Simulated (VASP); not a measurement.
Wanted: the native input for a VASP 6.6.1 run.

* Task: single point
* Functional: PBE
* Potentials or basis: VASP PAW PBE potentials, release 64 (Cu)
* Cutoff: 520 eV
* k mesh: 16 × 16 × 16
* Occupations: fermi-dirac, width 0.05 eV
* Spin: no spin polarisation
* Dipole correction: no
* Further INCAR settings: ALGO = Normal; EDIFF = 1e-06; NBANDS = 12

The structure of Cu lies in POSCAR:

```
Cu
1.0
    2.0838207139      0.0000000000      0.0000000000
    0.0000000000      2.0838207139      0.0000000000
    0.0000000000      0.0000000000      2.0838207139
Cu
1
Direct
    0.0000000000      0.0000000000      0.0000000000
```

This cell differs from its parent crystal: volume scaled by 0.65.

These files were run (other wordings do the same):

INCAR

```
ALGO = Normal
EDIFF = 1E-6
ENCUT = 520
GGA = PE
ISIF = 2
ISMEAR = -1
LASPH = True
LCHARG = True
LELF = True
LREAL = False
LVHAR = True
LWAVE = False
NBANDS = 12
NELM = 80
PREC = Accurate
SIGMA = 0.05
```

KPOINTS

```
k-points
0
Gamma
  16 16 16
```

Potentials or basis: VASP PAW PBE potentials, release 64 (Cu).

Command:

```bash
$ cat potpaw_PBE.64/Cu/POTCAR > POTCAR
$ mpirun -np 1 vasp_std > vasp.out
```

Results of the run:

```json
{
 "Pressure": "129.1 GPa"
}
```

Wall time 7.8 s on 1 thread of Intel Xeon 6975P-C, with other jobs on the host, peak memory 0.13 GiB.
